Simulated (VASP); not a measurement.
# HfN (Fm-3m) in VASP: elastic constants with PBE

Aim: the elastic constants of HfN with PBE.

Everything below comes from runs of VASP 6.6.1. Logs are shortened: lines on timing, memory, paths and dates and some standing lists are left out, and cuts for length are marked.

### 1 The cell of the first run

The structure is cubic, space group Fm-3m (No. 225). The conventional cell has a = 4.549 Å, b = 4.549 Å, c = 4.549 Å, α = 90.00°, β = 90.00°, γ = 90.00°. Hf (site symmetry m-3m) has 6 N at 2.27 Å within 3.0 Å. N (site symmetry m-3m) has 6 Hf at 2.27 Å within 3.0 Å.

### 2 Elastic constants, PBE

INCAR

```
PREC = Accurate ; ENCUT = 600
EDIFF = 1E-8 ; ISMEAR = -1
SIGMA = 0.15 ; LREAL = False
LASPH = True ; NELM = 100
ALGO = Normal ; ISIF = 3
LWAVE = False ; LCHARG = False
GGA = PE ; IBRION = 6
NFREE = 2 ; POTIM = 0.015
NSW = 1
```

KPOINTS

```
regular mesh
0
Gamma
  16 16 16
```

POSCAR

```
HfN
1.0
    0.0000000000      2.2744268346      2.2744268346
    2.2744268346      0.0000000000      2.2744268346
    2.2744268346      2.2744268346      0.0000000000
Hf N
1 1
Direct
    0.0000000000      0.0000000000      0.0000000000
    0.5000000000      0.5000000000      0.5000000000
```

Potentials or basis: VASP PAW PBE potentials, release 64 (Hf_pv, N).

Command:

```bash
cat potpaw_PBE.64/Hf_pv/POTCAR potpaw_PBE.64/N/POTCAR > POTCAR
mpirun -np 1 vasp_std > vasp.out
```

OUTCAR:

```text
PREC = Accurate
   ENCUT = 600
   EDIFF = 1E-8
   ISMEAR = -1
   LREAL = False
   LASPH = True
   NELM = 100
   ISIF = 3
   GGA = PE
   IBRION = 6
   NFREE = 2
   POTIM = 0.015
   NSW = 1

 ion  position               nearest neighbor table
   1  0.000  0.000  0.000-   2 2.27   2 2.27   2 2.27   2 2.27   2 2.27   2 2.27
   2  0.500  0.500  0.500-   1 2.27   1 2.27   1 2.27   1 2.27   1 2.27   1 2.27

  LATTYP: Found a face centered cubic cell.
 ALAT       =     4.5488536692

  Lattice vectors:

 A1 = (   0.0000000000,   2.2744268346,   2.2744268346)
 A2 = (   2.2744268346,   0.0000000000,   2.2744268346)
 A3 = (   2.2744268346,   2.2744268346,   0.0000000000)

Analysis of symmetry for initial positions (statically):
=====================================================================
 Subroutine PRICEL returns:
 Original cell was already a primitive cell.

 Routine SETGRP: Setting up the symmetry group for a
 face centered cubic supercell.

 Subroutine GETGRP returns: Found 48 space group operations
 (whereof 48 operations were pure point group operations)
 out of a pool of 48 trial point group operations.

The static configuration has the point symmetry O_h .

Analysis of symmetry for dynamics (positions and initial velocities):
=====================================================================
 Subroutine PRICEL returns:
 Original cell was already a primitive cell.

 Routine SETGRP: Setting up the symmetry group for a
 face centered cubic supercell.

 Subroutine GETGRP returns: Found 48 space group operations
 (whereof 48 operations were pure point group operations)
 out of a pool of 48 trial point group operations.

The dynamic configuration has the point symmetry O_h .

 Subroutine INISYM returns: Found 48 space group operations
 (whereof 48 operations are pure point group operations),
 and found     1 'primitive' translations

----------------------------------------------------------------------------------------

                                     Primitive cell

  volume of cell :      23.5313

  direct lattice vectors                    reciprocal lattice vectors
     0.000000000  2.274426835  2.274426835    -0.219835605  0.219835605  0.219835605
     2.274426835  0.000000000  2.274426835     0.219835605 -0.219835605  0.219835605
     2.274426835  2.274426835  0.000000000     0.219835605  0.219835605 -0.219835605

  length of vectors
     3.216525276  3.216525276  3.216525276     0.380766438  0.380766438  0.380766438

  position of ions in fractional coordinates (direct lattice)
     0.000000000  0.000000000  0.000000000
     0.500000000  0.500000000  0.500000000

  ion indices of the primitive-cell ions
   primitive index   ion index
                 1           1
                 2           2

----------------------------------------------------------------------------------------

 KPOINTS: regular mesh

Automatic generation of k-mesh.
 Grid dimensions read from file:
 generate k-points for:   16   16   16

 Generating k-lattice:

  Cartesian coordinates                     Fractional coordinates (reciprocal lattice)
    -0.013739725  0.013739725  0.013739725     0.062500000  0.000000000  0.000000000
[... 111 lines left out ...]

  FORCE on cell =-STRESS in cart. coord.  units (eV):
  Direction    XX          YY          ZZ          XY          YZ          ZX
  --------------------------------------------------------------------------------------
  -------------------------------------------------------------------------------------
  Total       -0.3610789     -0.3610789     -0.3610789      0.0000000      0.0000000      0.0000000
  in kB      -24.5848077    -24.5848077    -24.5848077      0.0000000      0.0000000      0.0000000
  external PRESSURE =     -24.5848077 kB  Pullay stress =       0.0000000 kB
[... 89 lines left out ...]
  FREE ENERGIE OF THE ION-ELECTRON SYSTEM (eV)
  ---------------------------------------------------
  free  energy   TOTEN  =       -21.7765321122 eV

  energy  without entropy=      -21.7327515298  energy(sigma->0) =      -21.75464182

[... ionic steps 4 to 14 ...]

--------------------------------------- Ionic step       15  -------------------------------------------

 number of electron      15.0000001 magnetization

------------------------ aborting loop because EDIFF is reached ----------------------------------------
[... 67 lines left out ...]
--------------------------------------- Ionic step       17  -------------------------------------------

 number of electron      15.0000000 magnetization

 Free energy of the ion-electron system (eV)
  ---------------------------------------------------
  ext. energy  EPLUGINS =         0.00000000
  ---------------------------------------------------
  free energy    TOTEN  =       -21.77975269 eV

  energy without entropy =      -21.73517967  energy(sigma->0) =      -21.75746618

 E-fermi :   8.2063     XC(G=0): -12.6252

 val. band max:        8.2004989491   @ k =   0.0000  -0.1250   0.0625
 cond. band min:       8.2071898681   @ k =   0.3750   0.1250   0.0000
 fundamental gap:      0.0066909189
 Fermi energy:         8.2062866872

 k-point     1 :       0.0000    0.0000    0.0000
  band No.  band energies     occupation
      1     -23.0273      2.00000
      2     -23.0271      2.00000
      3     -23.0271      2.00000
      4      -9.1864      2.00000
      5       5.1961      2.00000
      6       5.1961      2.00000
      7       5.1963      2.00000
      8       7.8689      1.80917
      9       7.8728      1.80458
     10       7.8728      1.80458
     11       9.8067      0.00005
[... 309 lines left out ...]
 k-point    24 :      -0.0625    0.0625    0.0000
  band No.  band energies     occupation
      1     -23.1155      2.00000
      2     -23.0494      2.00000
      3     -23.0291      2.00000
      4      -8.9616      2.00000
      5       4.1896      2.00000
      6       4.5578      2.00000
      7       4.8568      2.00000
      8       8.0053      1.58486
      9       8.0632      1.44381
     10       8.4630      0.30597
     11      10.1411      0.00001

 [... further k-points ...]

------------------------ aborting loop because EDIFF is reached ----------------------------------------

  FORCE on cell =-STRESS in cart. coord.  units (eV):
  Direction    XX          YY          ZZ          XY          YZ          ZX
  --------------------------------------------------------------------------------------
  -------------------------------------------------------------------------------------
  Total       -0.3490924     -0.3606646     -0.3606646     -0.0000000      0.0000000      0.0000000
  in kB      -23.7686798    -24.5565957    -24.5565957     -0.0000000      0.0000000      0.0000000
  external PRESSURE =     -24.2939571 kB  Pullay stress =       0.0000000 kB
[... 17 lines left out ...]
  FREE ENERGIE OF THE ION-ELECTRON SYSTEM (eV)
  ---------------------------------------------------
  free  energy   TOTEN  =       -21.7797526857 eV

  energy  without entropy=      -21.7351796747  energy(sigma->0) =      -21.75746618

 INTERNAL STRAIN TENSORS FROM STRAINED CELLS
 ============================================

 INTERNAL STRAIN TENSOR FOR ION    1 for displacements in x,y,z  (eV/Angst):
          X           Y           Z          XY          YZ          ZX
  --------------------------------------------------------------------------------
  x     0.00000     0.00000    -0.00000     0.00000    -0.00000    -0.00000
  y     0.00000     0.00000    -0.00000     0.00000     0.00000    -0.00000
  z    -0.00000     0.00000     0.00000     0.00000     0.00000     0.00000

 INTERNAL STRAIN TENSORS FROM DISPLACED ATOMS
 ============================================

 INTERNAL STRAIN TENSOR FOR ION    1 for displacements in x,y,z  (eV/Angst):
          X           Y           Z          XY          YZ          ZX
  --------------------------------------------------------------------------------
  x     0.00000     0.00000     0.00000     0.00000     0.00000     0.00000
  y     0.00000     0.00000     0.00000     0.00000     0.00000     0.00000
  z     0.00000     0.00000     0.00000     0.00000     0.00000     0.00000

 INTERNAL STRAIN TENSOR FOR ION    2 for displacements in x,y,z  (eV/Angst):
          X           Y           Z          XY          YZ          ZX
  --------------------------------------------------------------------------------
  x     0.00000     0.00000     0.00000     0.00000     0.00000     0.00000
  y     0.00000     0.00000     0.00000     0.00000     0.00000     0.00000
  z     0.00000     0.00000     0.00000     0.00000     0.00000     0.00000

 Eigenvectors and eigenvalues of the dynamical matrix
 ----------------------------------------------------

   1 f  =   14.285130 THz    89.756121 2PiTHz  476.500656 cm-1    59.078525 meV
             X         Y         Z           dx          dy          dz
      0.000000  0.000000  0.000000    -0.000000   -0.269695    0.000000
      2.274427  2.274427  2.274427     0.000000    0.962946    0.000000
[... 21 lines left out ...]
   6 f/i=    0.000009 THz     0.000055 2PiTHz    0.000294 cm-1     0.000036 meV
             X         Y         Z           dx          dy          dz
      0.000000  0.000000  0.000000     0.007103   -0.289917   -0.918239
      2.274427  2.274427  2.274427     0.001989   -0.081198   -0.257174

--------------------------------------------------------------------------------------------------------

 ELASTIC MODULI CONTR FROM IONIC RELAXATION (kBar)
 Direction    XX          YY          ZZ          XY          YZ          ZX
 --------------------------------------------------------------------------------
 XX           0.0000      0.0000      0.0000      0.0000      0.0000      0.0000
 YY           0.0000      0.0000      0.0000      0.0000      0.0000      0.0000
 ZZ           0.0000      0.0000      0.0000      0.0000      0.0000      0.0000
 XY           0.0000      0.0000      0.0000      0.0000      0.0000      0.0000
 YZ           0.0000      0.0000      0.0000      0.0000      0.0000      0.0000
 ZX           0.0000      0.0000      0.0000      0.0000      0.0000      0.0000
 --------------------------------------------------------------------------------

 TOTAL ELASTIC MODULI (kBar)
 Direction    XX          YY          ZZ          XY          YZ          ZX
 --------------------------------------------------------------------------------
 XX        5660.8172   1095.6047   1095.6047     -0.0000     -0.0000      0.0000
 YY        1095.6047   5660.8172   1095.6047     -0.0000     -0.0000      0.0000
 ZZ        1095.6047   1095.6047   5660.8172     -0.0000     -0.0000      0.0000
 XY          -0.0000     -0.0000     -0.0000   1201.1244     -0.0000      0.0000
 YZ          -0.0000     -0.0000     -0.0000     -0.0000   1201.1244      0.0000
 ZX           0.0000      0.0000      0.0000      0.0000      0.0000   1201.1244
 --------------------------------------------------------------------------------
```

Run time: 36 min. Hardware: 1 thread of Intel Xeon Platinum 8259CL at 2.50GHz (Skylake/Cascade Lake), shared host; peak memory 0.73 GiB.

What came out:

```
Elastic constants C11, C12, C44 : 566, 110, 120 GPa
Voigt bulk modulus              : 262 GPa
Highest phonon frequency at Γ   : 477 cm⁻¹
```

Phonon frequencies in cm⁻¹ (negative: imaginary):
```
              q point        frequencies
(0.000, 0.000, 0.000)  0 0 0 477 477 477
```

Elastic tensor in Voigt notation (GPa, in the Cartesian axes of the cell as first typed):
```
566 110 110   0   0   0
110 566 110   0   0   0
110 110 566   0   0   0
  0   0   0 120   0   0
  0   0   0   0 120   0
  0   0   0   0   0 120
```

Clamped-ion elastic tensor (GPa):
```
566 110 110   0   0   0
110 566 110   0   0   0
110 110 566   0   0   0
  0   0   0 120   0   0
  0   0   0   0 120   0
  0   0   0   0   0 120
```

Caveat: the cell is under stress, which shifts elastic constants; spin-orbit coupling is left out, which moves the levels of the heavy elements.
